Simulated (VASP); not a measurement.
## Ge5H2: single point with LDA

System: Ge5H2, a slab with vacuum.

```
CELL_PARAMETERS angstrom
7.95046 0.00000 0.00000
0.00000 7.95046 0.00000
0.00000 0.00000 19.37826
ATOMIC_POSITIONS crystal
Ge 0.50000 0.50000 0.25319
Ge 0.50000 0.00000 0.25319
Ge 0.00000 0.50000 0.25319
Ge 0.00000 0.00000 0.25319
Ge 0.75000 0.50000 0.32572
Ge 0.75000 0.00000 0.32572
Ge 0.25000 0.50000 0.32572
Ge 0.25000 0.00000 0.32572
Ge 0.75035 0.74957 0.40247
Ge 0.75035 0.25043 0.40247
Ge 0.24958 0.75012 0.39742
Ge 0.24958 0.24988 0.39742
Ge 0.00441 0.73482 0.47484
Ge 0.00441 0.26518 0.47484
Ge 0.49755 0.72308 0.47430
Ge 0.49755 0.27692 0.47430
Ge 0.09219 0.00000 0.52964
Ge 0.08842 0.50000 0.55188
Ge 0.39037 0.00000 0.50553
Ge 0.42559 0.50000 0.56071
H 0.50906 0.65429 0.20560
H 0.50906 0.34571 0.20560
H 0.50906 0.15429 0.20560
H 0.50906 0.84571 0.20560
H 0.99094 0.34571 0.20560
H 0.99094 0.65429 0.20560
H 0.99094 0.84571 0.20560
H 0.99094 0.15429 0.20560
```

| Property | Result |
| --- | --- |
| Program | VASP 6.6.1 |
| Task | single point |
| Functional | LDA |
| Potentials or basis | VASP PAW LDA potentials, release 64 (Ge_d, H) |
| Cutoff | 520 eV |
| k mesh | 3 × 3 × 1 |
| Occupations | gaussian, width 0.05 eV |
| Spin | no spin polarisation |

```yaml
Largest_force: 0.603 eV/Å
Band_gap_on_the_k_mesh: zero (bands 144 and 145 overlap by 0.13 eV)
```

Forces in eV/Å, atoms in the order of the input:
```
Ge   0.037  0.000  0.349
Ge   0.073  0.000  0.332
Ge  -0.062  0.000  0.306
Ge  -0.039  0.000  0.292
Ge   0.086  0.000  0.169
Ge   0.007  0.000  0.280
Ge   0.000  0.000 -0.603
Ge  -0.091  0.000 -0.476
Ge   0.010  0.008 -0.021
Ge   0.010 -0.008 -0.021
Ge   0.009  0.014  0.014
Ge   0.009 -0.014  0.014
Ge   0.005  0.006 -0.003
Ge   0.005 -0.006 -0.003
Ge  -0.016 -0.006  0.013
Ge  -0.016  0.006  0.013
Ge  -0.018  0.000 -0.299
Ge   0.006  0.000 -0.239
Ge   0.016  0.000  0.003
Ge  -0.006  0.000 -0.005
H   -0.030  0.030 -0.024
H   -0.030 -0.030 -0.024
H   -0.036  0.032 -0.005
H   -0.036 -0.032 -0.005
H    0.036 -0.021 -0.028
H    0.036  0.021 -0.028
H    0.017 -0.026 -0.001
H    0.017  0.026 -0.001
```

Levels at points of the mesh, in eV from the Fermi level:
```csv
k point,band 140,band 141,band 142,band 143,band 144,band 145,band 146,band 147,band 148,band 149
"(0.00, 0.00, 0.00)",-0.78,-0.58,-0.38,-0.24,-0.14,-0.11,0.69,0.92,1.35,1.59
```

Wall time 40 min on 1 thread of Intel(R) Xeon(R) Platinum 8488C (Sapphire Rapids) (shared host), peak memory 1 GiB.
